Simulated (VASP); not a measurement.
# Al2Cu in VASP: a series of runs

The runs below take Al2Cu through single point, with PBE.

Program: VASP 6.6.1. These are calculated values, not measurements. Logs are shortened: lines on timing, memory, paths and dates and some standing lists are left out, and cuts for length are marked.

### Step 1. The cell of the first run

The structure is tetragonal, space group I4/mmm (No. 139). The conventional cell has a = 4.088 Å, b = 4.088 Å, c = 5.740 Å, α = 90.00°, β = 90.00°, γ = 90.00°. Cu (site symmetry 4/mmm) has 8 Al at 2.50 Å within 3.3 Å. Al (site symmetry -4m2) has 4 Cu at 2.50 Å and 6 Al at 2.87 to 2.89 Å within 3.3 Å.

### Step 2. Single point, PBE

The input, INCAR:

```
PREC = Accurate
ENCUT = 520
EDIFF = 1E-6
ISMEAR = -1
SIGMA = 0.05
LREAL = F
LASPH = T
NELM = 60
ALGO = Normal
ISIF = 2
LWAVE = F
LCHARG = F
GGA = PE
NBANDS = 16
```

The input, KPOINTS:

```
regular mesh
0
Gamma
  9 9 9
```

The input, POSCAR:

```
Al2Cu
1.0
   -2.0437838356      2.0437838356      2.8699759675
    2.0437838356     -2.0437838356      2.8699759675
    2.0437838356      2.0437838356     -2.8699759675
Cu Al
1 2
Direct
    0.5000000000      0.5000000000      0.0000000000
    0.2500000000      0.7500000000      0.5000000000
    0.7500000000      0.2500000000      0.5000000000
```

Potentials or basis: VASP PAW PBE potentials, release 64 (Cu, Al).

Run with:

```bash
$ cat potpaw_PBE.64/Cu/POTCAR potpaw_PBE.64/Al/POTCAR > POTCAR
$ mpirun -np 1 vasp_std > vasp.out
```

OUTCAR:

```text
PREC = Accurate
   ENCUT = 520
   EDIFF = 1E-6
   ISMEAR = -1
   LREAL = F
   LASPH = T
   NELM = 60
   ISIF = 2
   GGA = PE

 ion  position               nearest neighbor table
   1  0.500  0.500  0.000-   2 2.50   3 2.50   2 2.50   3 2.50   2 2.50   3 2.50   2 2.50   3 2.50

   2  0.250  0.750  0.500-   1 2.50   1 2.50   1 2.50   1 2.50   3 2.87   3 2.87   3 2.89   3 2.89
                             3 2.89   3 2.89
   3  0.750  0.250  0.500-   1 2.50   1 2.50   1 2.50   1 2.50   2 2.87   2 2.87   2 2.89   2 2.89
                             2 2.89   2 2.89

  LATTYP: Found a body centered tetragonal cell.
 ALAT       =     4.0875676712
 C/A-ratio  =     1.4042463383

  Lattice vectors:

 A1 = (  -2.0437838356,   2.0437838356,   2.8699759675)
 A2 = (   2.0437838356,  -2.0437838356,   2.8699759675)
 A3 = (   2.0437838356,   2.0437838356,  -2.8699759675)

Analysis of symmetry for initial positions (statically):
=====================================================================
 Subroutine PRICEL returns:
 Original cell was already a primitive cell.

 Routine SETGRP: Setting up the symmetry group for a
 body centered tetragonal supercell.

 Subroutine GETGRP returns: Found 16 space group operations
 (whereof 16 operations were pure point group operations)
 out of a pool of 16 trial point group operations.

The static configuration has the point symmetry D_4h.

Analysis of symmetry for dynamics (positions and initial velocities):
=====================================================================
 Subroutine PRICEL returns:
 Original cell was already a primitive cell.

 Routine SETGRP: Setting up the symmetry group for a
 body centered tetragonal supercell.

 Subroutine GETGRP returns: Found 16 space group operations
 (whereof 16 operations were pure point group operations)
 out of a pool of 16 trial point group operations.

The dynamic configuration has the point symmetry D_4h.

 Subroutine INISYM returns: Found 16 space group operations
 (whereof 16 operations are pure point group operations),
 and found     1 'primitive' translations

----------------------------------------------------------------------------------------

                                     Primitive cell

  volume of cell :      47.9522

  direct lattice vectors                    reciprocal lattice vectors
    -2.043783836  2.043783836  2.869975967     0.000000000  0.244644268  0.174217487
     2.043783836 -2.043783836  2.869975967     0.244644268  0.000000000  0.174217487
     2.043783836  2.043783836 -2.869975967     0.244644268  0.244644268  0.000000000

  length of vectors
     4.073188774  4.073188774  4.073188774     0.300337394  0.300337394  0.345979241

  position of ions in fractional coordinates (direct lattice)
     0.500000000  0.500000000  0.000000000
     0.250000000  0.750000000  0.500000000
     0.750000000  0.250000000  0.500000000

  ion indices of the primitive-cell ions
   primitive index   ion index
                 1           1
                 2           2
                 3           3

----------------------------------------------------------------------------------------

 KPOINTS: regular mesh

Automatic generation of k-mesh.
 Grid dimensions read from file:
 generate k-points for:    9    9    9

 Generating k-lattice:

  Cartesian coordinates                     Fractional coordinates (reciprocal lattice)
     0.000000000  0.027182696  0.019357499     0.111111111  0.000000000 -0.000000000
     0.027182696  0.000000000  0.019357499     0.000000000  0.111111111 -0.000000000
     0.027182696  0.027182696  0.000000000     0.000000000  0.000000000  0.111111111

  Length of vectors
     0.033370822  0.033370822  0.038442138

  Shift w.r.t. Gamma in fractional coordinates (k-lattice)
     0.000000000  0.000000000  0.000000000

 Subroutine IBZKPT returns following result:
 ===========================================

 Found     75 irreducible k-points:

 Following reciprocal coordinates:
            Coordinates               Weight
  0.000000  0.000000  0.000000      1.000000
  0.111111 -0.000000  0.000000      8.000000
  0.222222 -0.000000  0.000000      8.000000
  0.333333 -0.000000  0.000000      8.000000
  0.444444 -0.000000  0.000000      8.000000
  0.111111  0.111111  0.000000      8.000000
[... 16 lines left out ...]
 -0.333333  0.333333  0.000000      4.000000
  0.444444  0.444444  0.000000      8.000000
 [... further k-points ...]
   k-points           NKPTS =     75   k-points in BZ     NKDIM =     75   number of bands    NBANDS=     16
   number of dos      NEDOS =    301   number of ions     NIONS =      3
   total plane-waves  NPLWV =  27000
   dimension x,y,z NGX =    30 NGY =   30 NGZ =   30
   dimension x,y,z NGXF=    60 NGYF=   60 NGZF=   60
   ions per type =               1   2
   NGX,Y,Z   is equivalent  to a cutoff of  12.24, 12.24, 12.24 a.u.
   NGXF,Y,Z  is equivalent  to a cutoff of  24.49, 24.49, 24.49 a.u.
 SYSTEM =  unknown system
   PREC   = accura    normal or accurate (medium, high low for compatibility)
   ISTART =      0    job   : 0-new  1-cont  2-samecut
   ICHARG =      2    charge: 1-file 2-atom 10-const
   ISPIN  =      1    spin polarized calculation?
   LNONCOLLINEAR =      F non collinear calculations
   LSORBIT =      F    spin-orbit coupling
   LASPH  =      T    aspherical Exc in radial PAW
   ENCUT  =  520.0 eV  38.22 Ry    6.18 a.u.   7.57  7.57  7.57*2*pi/ulx,y,z
   NELM   =     60;   NELMIN=  2; NELMDL= -5     # of ELM steps
   EDIFF  = 0.1E-05   stopping-criterion for ELM
   LREAL  =      F    real-space projection
   EDIFFG = 0.1E-04   stopping-criterion for IOM
   NSW    =      0    number of steps for IOM
   IBRION =     -1    ionic relax: 0-MD 1-quasi-New 2-CG
   NFREE  =      0    steps in history (QN), initial steepest desc. (CG)
   ISIF   =      2    stress and relaxation
   ISYM   =      2    0-nonsym 1-usesym 2-fastsym
   POTIM  = 0.5000    time-step for ionic-motion
   TEBEG  =    0.0;   TEEND  =   0.0 temperature during run
   PSTRESS=    0.0 pullay stress
   NELECT =      17.0000    total number of electrons
   NUPDOWN=      -1.0000    fix difference up-down
   EMIN   =  10.00;   EMAX   =-10.00  energy-range for DOS
   EFERMI =   0.00;   METHOD = LEGACY
   ISMEAR =    -1;   SIGMA  =   0.05  broadening in eV -4-tet -1-fermi 0-gaus
   EFERMI_NEDOS =   21; number of points for ismear=-14 and -15
   IALGO  =     38    algorithm
   IMIX   =      4    mixing-type and parameters
     AMIX     =   0.40;   BMIX     =  1.00
     AMIX_MAG =   1.60;   BMIX_MAG =  1.00
  volume/ion in A,a.u.               =      15.98       107.87
  Fermi-wavevector in a.u.,A,eV,Ry     =   1.158658  2.189545 18.265648  1.342487
  Thomas-Fermi vector in A             =   2.295258
   LORBIT       =      0    0 simple, 1 ext, 2 COOP (PROOUT), +10 PAW based schemes
   GGA     = PE    functional components
   LHFCALC =     F    Hartree Fock is set to
   AEXX    =    0.0000 exact exchange contribution
   IVDW    =     0    specifies the selected vdW correction
   LEPSILON=     F    determine dielectric tensor
   LRPA    =     F    only Hartree local field effects (RPA)
 non-spin polarized calculation
  energy-cutoff  :      520.00
  volume of cell :       47.95
 maximum number of plane-waves:      1308
   NGX = 15   NGY = 15   NGZ = 15

 number of electron      16.9999993 magnetization

 Free energy of the ion-electron system (eV)
  ---------------------------------------------------
  ext. energy  EPLUGINS =         0.00000000
  ---------------------------------------------------
  free energy    TOTEN  =       -11.73911715 eV

  energy without entropy =      -11.72616411  energy(sigma->0) =      -11.73264063

 E-fermi :   6.9635     XC(G=0): -10.4398

 val. band max:        6.9598333376   @ k =  -0.2222  -0.3333   0.1111
 cond. band min:       6.9686044773   @ k =  -0.1111   0.1111   0.1111
 fundamental gap:      0.0087711397
 Fermi energy:         6.9635364980

 k-point     1 :       0.0000    0.0000    0.0000
  band No.  band energies     occupation
      1      -3.1898      2.00000
      2       2.4464      2.00000
      3       2.4518      2.00000
      4       2.4518      2.00000
      5       2.9982      2.00000
      6       3.0073      2.00000
[... 8 lines left out ...]
     15      13.8346      0.00000
     16      14.0615      0.00000

 k-point     2 :       0.1111   -0.0000    0.0000
  band No.  band energies     occupation
      1      -3.0253      2.00000
      2       2.3945      2.00000
      3       2.4735      2.00000
      4       2.4766      2.00000
      5       2.9924      2.00000
      6       3.0010      2.00000
[... 8 lines left out ...]
     15      12.8155      0.00000
     16      13.5567      0.00000

 k-point     3 :       0.2222   -0.0000    0.0000
  band No.  band energies     occupation
      1      -2.5365      2.00000
      2       2.2139      2.00000
      3       2.5313      2.00000
      4       2.5326      2.00000
      5       2.9898      2.00000
      6       2.9962      2.00000
[... 8 lines left out ...]
     15      12.9002      0.00000
     16      14.2670      0.00000

 k-point     4 :       0.3333   -0.0000    0.0000
  band No.  band energies     occupation
      1      -1.7440      2.00000
      2       1.7702      2.00000
      3       2.5765      2.00000
      4       2.5785      2.00000
      5       3.0172      2.00000
      6       3.0195      2.00000
[... 8 lines left out ...]
     15      14.3980      0.00000
     16      15.9382      0.00000

 k-point     5 :       0.4444   -0.0000    0.0000
  band No.  band energies     occupation
      1      -0.7417      2.00000
      2       0.8213      2.00000
      3       2.5901      2.00000
      4       2.5946      2.00000
      5       3.0561      2.00000
      6       3.0578      2.00000
[... 8 lines left out ...]
     15      16.1866      0.00000
     16      17.7667      0.00000

 k-point     6 :       0.1111    0.1111    0.0000
  band No.  band energies     occupation
      1      -2.7513      2.00000
      2       2.3084      2.00000
      3       2.5022      2.00000
      4       2.5180      2.00000
      5       2.9643      2.00000
      6       3.0153      2.00000
[... 8 lines left out ...]
     15      13.7044      0.00000
     16      14.6156      0.00000

 k-point     7 :       0.2222    0.1111    0.0000
  band No.  band energies     occupation
      1      -2.1584      2.00000
      2       2.0983      2.00000
      3       2.5343      2.00000
      4       2.5884      2.00000
      5       2.9459      2.00000
      6       3.0400      2.00000
[... 8 lines left out ...]
     15      13.7692      0.00000
     16      16.1660      0.00000

 k-point     8 :       0.3333    0.1111    0.0000
  band No.  band energies     occupation
      1      -1.2774      2.00000
      2       1.5581      2.00000
      3       2.5485      2.00000
      4       2.6310      2.00000
      5       2.9816      2.00000
      6       3.0666      2.00000
[... 8 lines left out ...]
     15      14.8275      0.00000
     16      17.6566      0.00000

 k-point     9 :       0.4444    0.1111    0.0000
  band No.  band energies     occupation
      1      -0.3265      2.00000
      2       0.6376      2.00000
      3       2.5571      2.00000
      4       2.6336      2.00000
      5       3.0149      2.00000
      6       3.0470      2.00000
[... 8 lines left out ...]
     15      15.8925      0.00000
     16      16.9129      0.00000
[... 172 lines left out ...]
 k-point    19 :      -0.2222    0.2222    0.0000
  band No.  band energies     occupation
      1      -2.3206      2.00000
      2       2.2181      2.00000
      3       2.5824      2.00000
      4       2.5907      2.00000
      5       2.8461      2.00000
      6       3.0682      2.00000
[... 8 lines left out ...]
     15      14.9124      0.00000
     16      15.1575      0.00000

 k-point    20 :       0.3333    0.3333    0.0000
  band No.  band energies     occupation
      1       0.4480      2.00000
      2       1.3551      2.00000
      3       2.0680      2.00000
      4       2.7706      2.00000
      5       2.8401      2.00000
      6       2.9706      2.00000
[... 8 lines left out ...]
     15      15.1237      0.00000
     16      17.2423      0.00000

 k-point    21 :       0.4444    0.3333    0.0000
  band No.  band energies     occupation
      1       0.4901      2.00000
      2       1.4825      2.00000
      3       2.0433      2.00000
      4       2.8593      2.00000
      5       2.9192      2.00000
      6       3.0640      2.00000
[... 8 lines left out ...]
     15      17.0194      0.00000
     16      17.5425      0.00000

 k-point    22 :      -0.4444    0.3333   -0.0000
  band No.  band energies     occupation
      1      -0.4849      2.00000
      2       1.8943      2.00000
      3       2.3604      2.00000
      4       2.8271      2.00000
      5       2.8951      2.00000
      6       3.1247      2.00000
[... 8 lines left out ...]
     15      17.3263      0.00000
     16      18.9857      0.00000

 k-point    23 :      -0.3333    0.3333    0.0000
  band No.  band energies     occupation
      1      -1.2553      2.00000
      2       2.0254      2.00000
      3       2.6161      2.00000
      4       2.7480      2.00000
      5       2.7584      2.00000
      6       3.1198      2.00000
[... 8 lines left out ...]
     15      16.8509      0.00000
     16      17.5327      0.00000

 k-point    24 :       0.4444    0.4444    0.0000
  band No.  band energies     occupation
      1       0.8877      2.00000
      2       1.2721      2.00000
      3       1.8272      2.00000
      4       2.9306      2.00000
      5       2.9917      2.00000
      6       3.1206      2.00000
[... 8 lines left out ...]
     15      17.5904      0.00000
     16      18.6773      0.00000

 [... further k-points ...]

------------------------ aborting loop because EDIFF is reached ----------------------------------------

  FORCE on cell =-STRESS in cart. coord.  units (eV):
  Direction    XX          YY          ZZ          XY          YZ          ZX
  --------------------------------------------------------------------------------------
  -------------------------------------------------------------------------------------
  Total        0.2721189      0.2721189      0.3128714      0.0000000      0.0000000      0.0000000
  in kB        9.0920343      9.0920343     10.4536577      0.0000000      0.0000000      0.0000000
  external PRESSURE =       9.5459088 kB  Pullay stress =       0.0000000 kB

 VOLUME and BASIS-vectors are now :
 -----------------------------------------------------------------------------
  energy-cutoff  :      520.00
  volume of cell :       47.95
      direct lattice vectors                 reciprocal lattice vectors
    -2.043783836  2.043783836  2.869975967     0.000000000  0.244644268  0.174217487
     2.043783836 -2.043783836  2.869975967     0.244644268  0.000000000  0.174217487
     2.043783836  2.043783836 -2.869975967     0.244644268  0.244644268  0.000000000

 POSITION                                       TOTAL-FORCE (eV/Angst)
 -----------------------------------------------------------------------------------
      0.00000      0.00000      2.86998        -0.000000      0.000000      0.000000
      2.04378      0.00000      1.43499        -0.000000     -0.000000      0.000000
      0.00000      2.04378      1.43499         0.000000      0.000000     -0.000000
 -----------------------------------------------------------------------------------
    total drift:                                0.000000     -0.000000      0.000000

  FREE ENERGIE OF THE ION-ELECTRON SYSTEM (eV)
  ---------------------------------------------------
  free  energy   TOTEN  =       -11.7391171513 eV

  energy  without entropy=      -11.7261641107  energy(sigma->0) =      -11.73264063
```

Wall time 36 s (1 thread of Intel Xeon 6975P-C (Granite Rapids), shared host); peak memory 0.2 GiB.

Results:

| Item | Value |
| --- | --- |
| Free energy | -11.7391 eV |
| Pressure | 1.0 GPa |

[end of part 1 of 2]
